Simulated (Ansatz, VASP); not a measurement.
# Two plane-wave programs on Ag

```
Ag
1.0
    -1.63465    1.63465    1.56926
     1.63465   -1.63465    1.56926
     1.63465    1.63465   -1.56926
Ag
1
Direct
  0.00000 0.00000 0.00000
```

Alike in both runs: task single point; functional PBEsol; k mesh 28 × 28 × 28; occupations gaussian, width 0.15 eV; no spin polarisation.

|  | VASP | Ansatz |
| --- | --- | --- |
| version | VASP 6.6.1 | Ansatz 0.2.0 |
| potentials or method | VASP PAW PBE potentials, release 64 (Ag), cutoff 520 eV | scalar-relativistic, plane waves, PAW |
| valence electrons in the cell | 11 | 19 |

VASP gave:

```
gap on the k mesh at the Fermi level (eV)                     : none
pressure (GPa)                                                : -0.1
traceless stress, the component that is largest in VASP (GPa) : -0.30
```

Question: Estimate Ansatz's values.

Answer: gap on the k mesh at the Fermi level (eV): none; pressure (GPa): 0.0; traceless stress, the component that is largest in VASP (GPa): -0.30.

VASP's potentials were made for PBE, not for PBEsol. A gap of «none» marks a metal or a gap that the smearing closes. VASP's potentials hold 11 valence electrons a cell and Ansatz's 19, so a difference there can come from the potentials and not from the codes.
